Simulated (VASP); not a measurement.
# Ni (Fmmm) in VASP: single point with PBE

Aim: the single point of Ni with PBE.

All numbers are computed with VASP 6.6.1; they aren't measurements. Logs are shortened: lines on timing, memory, paths and dates and some standing lists are left out, and cuts for length are marked.

### 1 The cell of the first run

Symmetry: Fmmm, No. 69, orthorhombic system. Conventional cell: a = 2.990 Å, b = 3.395 Å, c = 4.169 Å, α = 90.00°, β = 90.00°, γ = 90.00°. Ni (site symmetry mmm) has 14 Ni at 2.26 to 2.99 Å within 3.0 Å.

### 2 Single point, PBE, collinear spin, ferromagnetic start

File INCAR:

```
PREC = Accurate
ENCUT = 520
EDIFF = 1E-6
ISMEAR = 0
SIGMA = 0.15
LREAL = F
LASPH = T
NELM = 150
ALGO = Fast
ISIF = 2
LWAVE = F
LCHARG = F
ISPIN = 2
MAGMOM = 0.75
LORBIT = 11
LMAXMIX = 4
GGA = PE
NBANDS = 15
```

File KPOINTS:

```
Automatic mesh
0
Gamma
  22 22 22
```

File POSCAR:

```
Ni
1.0
    0.0000000000      2.0844704813      1.4951897967
    1.6974801810      0.0000000000      1.4951897967
    1.6974801810      2.0844704813      0.0000000000
Ni
1
Direct
    0.0000000000      0.0000000000      0.0000000000
```

Potentials or basis: VASP PAW PBE potentials, release 64 (Ni).

Launch:

```
cat potpaw_PBE.64/Ni/POTCAR > POTCAR
mpirun -np 1 vasp_std > vasp.out
```

OUTCAR:

```text
PREC = Accurate
   ENCUT = 520
   EDIFF = 1E-6
   ISMEAR = 0
   LREAL = F
   LASPH = T
   NELM = 150
   ISIF = 2
   ISPIN = 2
   LORBIT = 11
   GGA = PE

 ion  position               nearest neighbor table
   1  0.000  0.000  0.000-

  LATTYP: Found a face centered orthorhombic cell.
 ALAT       =     2.9903795934
 B/A-ratio  =     1.1352941177
 C/A-ratio  =     1.3941176471

  Lattice vectors:

 A1 = (   1.6974801810,   2.0844704813,   0.0000000000)
 A2 = (   0.0000000000,   2.0844704813,   1.4951897967)
 A3 = (   1.6974801810,   0.0000000000,   1.4951897967)

Analysis of symmetry for initial positions (statically):
=====================================================================
 Subroutine PRICEL returns:
 Original cell was already a primitive cell.

 Routine SETGRP: Setting up the symmetry group for a
 face centered orthorhombic supercell.

 Subroutine GETGRP returns: Found  8 space group operations
 (whereof  8 operations were pure point group operations)
 out of a pool of  8 trial point group operations.

The static configuration has the point symmetry D_2h.

Analysis of symmetry for dynamics (positions and initial velocities):
=====================================================================
 Subroutine PRICEL returns:
 Original cell was already a primitive cell.

 Routine SETGRP: Setting up the symmetry group for a
 face centered orthorhombic supercell.

 Subroutine GETGRP returns: Found  8 space group operations
 (whereof  8 operations were pure point group operations)
 out of a pool of  8 trial point group operations.

The dynamic configuration has the point symmetry D_2h.

Analysis of structural, dynamic, and magnetic symmetry:
=====================================================================
 Subroutine PRICEL returns:
 Original cell was already a primitive cell.

 Routine SETGRP: Setting up the symmetry group for a
 face centered orthorhombic supercell.

 Subroutine GETGRP returns: Found  8 space group operations
 (whereof  8 operations were pure point group operations)
 out of a pool of  8 trial point group operations.

The overall configuration has the point symmetry D_2h.

 Subroutine INISYM returns: Found  8 space group operations
 (whereof  8 operations are pure point group operations),
 and found     1 'primitive' translations

----------------------------------------------------------------------------------------

                                     Primitive cell

  volume of cell :      10.5810

  direct lattice vectors                    reciprocal lattice vectors
     0.000000000  2.084470481  1.495189797    -0.294554249  0.239869072  0.334405706
     1.697480181  0.000000000  1.495189797     0.294554249 -0.239869072  0.334405706
     1.697480181  2.084470481  0.000000000     0.294554249  0.239869072 -0.334405706

  length of vectors
     2.565269911  2.262085651  2.688206866     0.506089472  0.506089472  0.506089472

  position of ions in fractional coordinates (direct lattice)
     0.000000000  0.000000000  0.000000000

  ion indices of the primitive-cell ions
   primitive index   ion index
                 1           1

----------------------------------------------------------------------------------------

 KPOINTS: Automatic mesh

Automatic generation of k-mesh.
 Grid dimensions read from file:
 generate k-points for:   22   22   22

 Generating k-lattice:

  Cartesian coordinates                     Fractional coordinates (reciprocal lattice)
    -0.013388830  0.010903140  0.015200259     0.045454545  0.000000000 -0.000000000
     0.013388830 -0.010903140  0.015200259     0.000000000  0.045454545  0.000000000
     0.013388830  0.010903140 -0.015200259    -0.000000000  0.000000000  0.045454545

  Length of vectors
     0.023004067  0.023004067  0.023004067

  Shift w.r.t. Gamma in fractional coordinates (k-lattice)
     0.000000000  0.000000000  0.000000000

 Subroutine IBZKPT returns following result:
 ===========================================

 Found   1530 irreducible k-points:

 Following reciprocal coordinates:
            Coordinates               Weight
  0.000000  0.000000  0.000000      1.000000
  0.045455  0.000000 -0.000000      8.000000
  0.090909  0.000000 -0.000000      8.000000
  0.136364  0.000000  0.000000      8.000000
  0.181818  0.000000  0.000000      8.000000
  0.227273  0.000000 -0.000000      8.000000
[... 16 lines left out ...]
  0.500000  0.045455 -0.000000      8.000000
 -0.454545  0.045455  0.000000      8.000000
 [... further k-points ...]
   k-points           NKPTS =   1530   k-points in BZ     NKDIM =   1530   number of bands    NBANDS=     15
   number of dos      NEDOS =    301   number of ions     NIONS =      1
   total plane-waves  NPLWV =   7200
   dimension x,y,z NGX =    20 NGY =   18 NGZ =   20
   dimension x,y,z NGXF=    40 NGYF=   36 NGZF=   40
   ions per type =               1
   NGX,Y,Z   is equivalent  to a cutoff of  12.96, 13.23, 12.37 a.u.
   NGXF,Y,Z  is equivalent  to a cutoff of  25.92, 26.46, 24.74 a.u.
 SYSTEM =  unknown system
   PREC   = accura    normal or accurate (medium, high low for compatibility)
   ISTART =      0    job   : 0-new  1-cont  2-samecut
   ICHARG =      2    charge: 1-file 2-atom 10-const
   ISPIN  =      2    spin polarized calculation?
   LNONCOLLINEAR =      F non collinear calculations
   LSORBIT =      F    spin-orbit coupling
   LASPH  =      T    aspherical Exc in radial PAW
   ENCUT  =  520.0 eV  38.22 Ry    6.18 a.u.   4.77  4.21  5.00*2*pi/ulx,y,z
   NELM   =    150;   NELMIN=  2; NELMDL= -5     # of ELM steps
   EDIFF  = 0.1E-05   stopping-criterion for ELM
   LREAL  =      F    real-space projection
[... 7 lines left out ...]
   TEBEG  =    0.0;   TEEND  =   0.0 temperature during run
   PSTRESS=    0.0 pullay stress
   NELECT =      10.0000    total number of electrons
   NUPDOWN=      -1.0000    fix difference up-down
   EMIN   =  10.00;   EMAX   =-10.00  energy-range for DOS
   EFERMI =   0.00;   METHOD = LEGACY
   ISMEAR =     0;   SIGMA  =   0.15  broadening in eV -4-tet -1-fermi 0-gaus
   EFERMI_NEDOS =   21; number of points for ismear=-14 and -15
   IALGO  =     68    algorithm
   IMIX   =      4    mixing-type and parameters
     AMIX     =   0.40;   BMIX     =  1.00
     AMIX_MAG =   1.60;   BMIX_MAG =  1.00
  volume/ion in A,a.u.               =      10.58        71.40
  Fermi-wavevector in a.u.,A,eV,Ry     =   1.606568  3.035974 35.117483  2.581062
  Thomas-Fermi vector in A             =   2.702735
   LORBIT       =     11    0 simple, 1 ext, 2 COOP (PROOUT), +10 PAW based schemes
   GGA     = PE    functional components
   LHFCALC =     F    Hartree Fock is set to
   AEXX    =    0.0000 exact exchange contribution
   IVDW    =     0    specifies the selected vdW correction
   LEPSILON=     F    determine dielectric tensor
   LRPA    =     F    only Hartree local field effects (RPA)
 spin polarized calculation
 RMM-DIIS sequential band-by-band and
 Gauss-broadening in eV      SIGMA  =   0.15
  energy-cutoff  :      520.00
  volume of cell :       10.58
 maximum number of plane-waves:       300
   NGX =  9   NGY =  9   NGZ =  9

 number of electron      10.0000000 magnetization       0.7500000

 number of electron       9.9999991 magnetization       0.4927121

 Free energy of the ion-electron system (eV)
  ---------------------------------------------------
  ext. energy  EPLUGINS =         0.00000000
  ---------------------------------------------------
  free energy    TOTEN  =        -5.22214135 eV

  energy without entropy =       -5.20001041  energy(sigma->0) =       -5.21107588

 E-fermi :   9.7137     XC(G=0): -13.4003

 val. band max:        9.7136508719   @ k =   0.4091   0.2273   0.1818
 cond. band min:       9.7137432335   @ k =  -0.3182   0.2727   0.2273
 fundamental gap:      0.0000923616
 Fermi energy:         9.7136694540

 spin component 1

 k-point     1 :       0.0000    0.0000    0.0000
  band No.  band energies     occupation
      1       0.5877      1.00000
      2       6.3577      1.00000
      3       7.3775      1.00000
      4       8.0151      1.00000
      5       8.4777      1.00000
      6       9.2315      1.00000
      7      33.6842      0.00000
      8      35.4270      0.00000
      9      38.4105      0.00000
     10      38.7001      0.00000
     11      40.6035      0.00000
     12      40.7054      0.00000
     13      41.2612      0.00000
     14      42.0364      0.00000
     15      43.1946      0.00000
[... 397 lines left out ...]
 k-point    24 :      -0.4545    0.0455    0.0000
  band No.  band energies     occupation
      1       4.9758      1.00000
      2       6.5723      1.00000
      3       8.1114      1.00000
      4       8.8053      1.00000
      5       9.4791      0.98649
      6       9.9378      0.01728
      7      16.6238      0.00000
      8      26.8795      0.00000
      9      33.2809      0.00000
     10      35.5050      0.00000
     11      40.2830      0.00000
     12      42.1745      0.00000
     13      50.0106      0.00000
     14      52.2080      0.00000
     15      56.2844      0.00000

 [... further k-points ...]

 spin component 2

 k-point     1 :       0.0000    0.0000    0.0000
  band No.  band energies     occupation
      1       0.5808      1.00000
      2       6.8511      1.00000
      3       7.8506      1.00000
      4       8.6210      1.00000
      5       9.0157      1.00000
      6       9.7792      0.26843
      7      33.6261      0.00000
      8      35.3361      0.00000
      9      38.4296      0.00000
     10      38.7179      0.00000
     11      40.7172      0.00000
     12      40.8695      0.00000
     13      41.2654      0.00000
     14      42.1213      0.00000
     15      43.3371      0.00000
[... 397 lines left out ...]
 k-point    24 :      -0.4545    0.0455    0.0000
  band No.  band energies     occupation
      1       5.2877      1.00000
      2       7.0483      1.00000
      3       8.5285      1.00000
      4       9.2600      0.99999
      5      10.0630      0.00050
      6      10.1676      0.00001
      7      16.9041      0.00000
      8      26.9048      0.00000
      9      33.3649      0.00000
     10      35.5367      0.00000
     11      40.3335      0.00000
     12      42.2220      0.00000
     13      50.0230      0.00000
     14      52.2596      0.00000
     15      56.4589      0.00000

 [... further k-points ...]

------------------------ aborting loop because EDIFF is reached ----------------------------------------

  FORCE on cell =-STRESS in cart. coord.  units (eV):
  Direction    XX          YY          ZZ          XY          YZ          ZX
  --------------------------------------------------------------------------------------
  -------------------------------------------------------------------------------------
  Total        2.0958579     -1.1652145      1.6210834      0.0000000      0.0000000      0.0000000
  in kB      317.3552040   -176.4370014    245.4647630      0.0000000      0.0000000      0.0000000
  external PRESSURE =     128.7943219 kB  Pullay stress =       0.0000000 kB

 VOLUME and BASIS-vectors are now :
 -----------------------------------------------------------------------------
  energy-cutoff  :      520.00
  volume of cell :       10.58
      direct lattice vectors                 reciprocal lattice vectors
     0.000000000  2.084470481  1.495189797    -0.294554249  0.239869072  0.334405706
     1.697480181  0.000000000  1.495189797     0.294554249 -0.239869072  0.334405706
     1.697480181  2.084470481  0.000000000     0.294554249  0.239869072 -0.334405706

 POSITION                                       TOTAL-FORCE (eV/Angst)
 -----------------------------------------------------------------------------------
      0.00000      0.00000      0.00000         0.000000     -0.000000      0.000000
 -----------------------------------------------------------------------------------
    total drift:                                0.000000     -0.000000      0.000000

  FREE ENERGIE OF THE ION-ELECTRON SYSTEM (eV)
  ---------------------------------------------------
  free  energy   TOTEN  =        -5.2221413500 eV

  energy  without entropy=       -5.2000104069  energy(sigma->0) =       -5.21107588

 total charge

# of ion       s       p       d       tot
------------------------------------------
    1        0.513   0.518   8.366   9.397

 magnetization (x)

# of ion       s       p       d       tot
------------------------------------------
    1       -0.002  -0.015   0.515   0.498
```

Wall time 12 min (1 thread of AMD EPYC 7R43 (Zen 3), shared host); peak memory 0.39 GiB.

What came out:

```
Free energy                                           : -5.2221 eV
Pressure                                              : 12.9 GPa
Net moment                                            : 0.49 μB per cell
Site moments                                          : Ni +0.50 μB
Valence electrons inside the program's atomic spheres : Ni 9.40
```

Stress tensor (GPa, compression positive):
```
 31.74   0.00   0.00
  0.00 -17.64   0.00
  0.00   0.00  24.55
```

Caveat: the cell differs from its parent crystal (strain +e along x and -e along y -0.1100, strain +e along z and -e/2 along x and y -0.1500); the stress differs along the axes, from -18 to 32 GPa.
